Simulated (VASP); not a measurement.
Set up this calculation in VASP 6.6.1, as the native input.

* Task: relaxation of the atoms
* Functional: r2SCAN
* Potentials or basis: VASP PAW PBE potentials, release 64 (Y_sv, Zn)
* Cutoff: 520 eV
* k mesh: 9 × 9 × 9
* Occupations: fermi-dirac, width 0.1 eV
* Spin: no spin polarisation
* Dipole correction: no
* Further INCAR settings: ALGO = Normal; EDIFF = 1e-07; IBRION = 2; EDIFFG = -0.01; NSW = 50

YZn:

```
Y Zn
1.0
     3.51612    0.00000    0.00000
     0.00000    3.51612    0.00000
     0.00000    0.00000    3.51612
Y Zn
1 1
Direct
  0.00000 0.00000 0.00000
  0.50000 0.50000 0.50000
```

These files were run (other wordings do the same):

POSCAR

```
YZn
1.0
    3.5161205100      0.0000000000      0.0000000000
    0.0000000000      3.5161205100      0.0000000000
    0.0000000000      0.0000000000      3.5161205100
Y Zn
1 1
Direct
    0.0000000000      0.0000000000      0.0000000000
    0.5000000000      0.5000000000      0.5000000000
```

INCAR.step1

```
SYSTEM = YZn
PREC     = Accurate       ! precision mode
ENCUT    = 520            ! plane-wave cutoff, eV
ISMEAR   = -1             ! smearing method
SIGMA    = 0.1            ! smearing width, eV
LREAL    = .False.        ! projectors in reciprocal space
LASPH    = .True.         ! aspherical terms in the spheres
NELM     = 80             ! most SCF steps
GGA      = PE             ! functional
ALGO     = Normal         ! electronic algorithm
EDIFF    = 1E-4           ! SCF threshold, eV
LWAVE    = .True.         ! write WAVECAR
LCHARG   = .False.        ! write CHGCAR
```

INCAR.step2

```
SYSTEM = YZn
PREC     = Accurate       ! precision mode
ENCUT    = 520            ! plane-wave cutoff, eV
EDIFF    = 1E-7           ! SCF threshold, eV
ISMEAR   = -1             ! smearing method
SIGMA    = 0.1            ! smearing width, eV
LREAL    = .False.        ! projectors in reciprocal space
LASPH    = .True.         ! aspherical terms in the spheres
NELM     = 80             ! most SCF steps
ALGO     = Normal         ! electronic algorithm
ISIF     = 2              ! what is computed and relaxed
LWAVE    = .False.        ! write WAVECAR
LCHARG   = .False.        ! write CHGCAR
METAGGA  = R2SCAN         ! meta-GGA
LMIXTAU  = .True.       
IBRION   = 2              ! ionic algorithm
NSW      = 50             ! ionic steps
EDIFFG   = -0.01          ! ionic threshold
ISTART   = 1
```

KPOINTS

```
regular mesh
0
Gamma
  9 9 9
  0 0 0
```

Potentials or basis: VASP PAW PBE potentials, release 64 (Y_sv, Zn).

Command:

```sh
$ cat potpaw_PBE.64/Y_sv/POTCAR potpaw_PBE.64/Zn/POTCAR > POTCAR
$ cp INCAR.step1 INCAR
$ mpirun -np 1 vasp_std > vasp.out
$ cp INCAR.step2 INCAR
$ mpirun -np 1 vasp_std > vasp.out
```

It gave:

```yaml
Pressure_after_relaxing: 3.0 GPa
```

Caveat: the relaxation stopped at its first step, so nothing moved; the PAW data sets were made with another functional, which shifts forces and pressure a little.

Run time: 2.2 min on 1 thread of Oxide Virtual Turin-like Processor, with other jobs on the host, peak memory 0.16 GiB.
